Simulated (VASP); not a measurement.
Set up this calculation in VASP 6.6.1, as the native input.

| Item | Value |
| --- | --- |
| Task | single point |
| Functional | PBE |
| Potentials or basis | VASP PAW PBE potentials, release 64 (Cs_sv, Cl) |
| Cutoff | 500 eV |
| k mesh | 2 × 2 × 2 |
| Occupations | gaussian, width 0.01 eV |
| Spin | no spin polarisation |
| Dipole correction | no |
| Further INCAR settings | ALGO = Normal; EDIFF = 1e-06; NBANDS = 15 |

The structure of CsCl lies in POSCAR:

```
CsCl
1.0
    4.1406758997      0.0000000000      0.0000000000
    0.0000000000      4.1406758997      0.0000000000
    0.0000000000      0.0000000000      4.1406758997
Cs Cl
1 1
Direct
    0.0000000000      0.0000000000      0.0000000000
    0.5000000000      0.5000000000      0.5000000000
```

The input as run:

INCAR

```
SYSTEM = CsCl
PREC = Accurate
ENCUT = 500
EDIFF = 1E-6
ISMEAR = 0
SIGMA = 0.01
LREAL = .False.
LASPH = .True.
NELM = 120
ALGO = Normal
ISIF = 2
LWAVE = .False.
LCHARG = .False.
GGA = PE
NBANDS = 15
GGA_COMPAT = .False.
```

KPOINTS

```
Automatic mesh
0
Gamma
  2 2 2
  0 0 0
```

Potentials or basis: VASP PAW PBE potentials, release 64 (Cs_sv, Cl).

Run with:

```bash
$ cat potpaw_PBE.64/Cs_sv/POTCAR potpaw_PBE.64/Cl/POTCAR > POTCAR
$ mpirun -np 1 vasp_std > vasp.out
```

It gave:

```
Pressure               : 1.6 GPa
Band gap on the k mesh : 5.17 eV
```

Caveat: the k points lie up to 0.76 Å⁻¹ apart; spin-orbit coupling is left out, which moves the levels of the heavy elements.

Wall time 4.4 s on 1 thread of Intel(R) Xeon(R) Platinum 8488C (Sapphire Rapids) (shared host), peak memory 0.16 GiB.
